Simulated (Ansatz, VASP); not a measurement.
**LuBH4 in VASP and in Ansatz**

Contents of INCAR:

```
ALGO = Normal ; EDIFF = 1E-7
ENCUT = 520 ; GGA = PE
ISIF = 2 ; ISMEAR = -1
LASPH = T ; LCHARG = F
LREAL = F ; LWAVE = F
NBANDS = 25 ; NELM = 80
PREC = Accurate ; SIGMA = 0.1
```

Contents of KPOINTS:

```
k-points
0
Gamma
  8 8 8
```

Contents of POSCAR:

```
LuBH4
1.0
    2.4095640000      2.3047050000      0.0000000000
    2.4095640000     -2.3047050000      0.0000000000
    0.0000000000      0.0000000000     -3.5100930000
Lu B H
1 1 4
Direct
    0.0000000000      0.0000000000      0.0000000000
    0.5000000000      0.5000000000      0.5000000000
    0.5010000000      0.2590000000      0.6730000000
    0.4990000000      0.7410000000      0.6730000000
    0.2590000000      0.5010000000      0.3270000000
    0.7410000000      0.4990000000      0.3270000000
```

Input for Ansatz:

```yaml
crystal:
  lattice:
    - [2.409564, 2.304705, 0.0]
    - [2.409564, -2.304705, 0.0]
    - [0.0, 0.0, -3.510093]
  atoms:
    - { symbol: Lu, position: [0.0, 0.0, 0.0] }
    - { symbol: B, position: [0.5, 0.5, 0.5] }
    - { symbol: H, position: [0.501, 0.259, 0.673] }
    - { symbol: H, position: [0.499, 0.741, 0.673] }
    - { symbol: H, position: [0.259, 0.501, 0.327] }
    - { symbol: H, position: [0.741, 0.499, 0.327] }
  symmetry: { tolerance: 0.0003 }
kpoints:
  mp_grid: { grid: [8, 8, 8], shift: [0, 0, 0] }
  band_path:
    path:
      - [0.0, 0.0, 0.0]
      - [0.5, 0.5, 0.0]
      - [0.52128547, 0.47871453, 0.0]
      - [0.47871453, -0.47871453, 0.0]
      - [0.0, 0.0, 0.0]
      - [0.0, 0.0, 0.5]
      - [0.47871453, -0.47871453, 0.5]
      - [0.52128547, 0.47871453, 0.5]
      - [0.5, 0.5, 0.5]
      - [0.5, 0.5, 0.0]
      - [0.0, 0.0, 0.0]
    npoints: 6
magnetization:
  spin_polarized: false
scf:
  occupations: { method: fermi_dirac }
  lower_state_search: "off"
  max_iter: 200
hamiltonian:
  pseudopotentials: { kind: paw }
  xc: pbe
basis:
  ecutwfc: 420
  fft_grid_basis: typed
output:
  forces: true
  stress: true
  eigenvalues: true
  bader: true
  populations: true
  elf: true
  write_potential: true
  volumetric_format: npy
  dos:
    e_range: [-12, 8]
    de: 0.05
    projected: { site_lists: { B: [B], H: [H], Lu: [Lu] } }
checkpoint:
  read: saved_state
```

Alike in both runs: task single point; functional PBE; k mesh 8 × 8 × 8; no spin polarisation.

|  | VASP | Ansatz |
| --- | --- | --- |
| version | VASP 6.6.1 | Ansatz 0.2.0 |
| potentials or method | VASP PAW PBE potentials, release 64 (Lu, B, H), cutoff 520 eV | PAW plane waves |
| occupations | fermi-dirac, width 0.1 eV | fermi-dirac |
| valence electrons in the cell | 32 | 32 |

VASP gave:

```
rms of the force components (eV/Å) : 3.649
```

Task: Which values does Ansatz return?

Result: rms of the force components (eV/Å): 3.658.

Atom by atom the forces differ by 0.009 eV/Å (rms over components).

Neither program's run includes spin-orbit coupling.
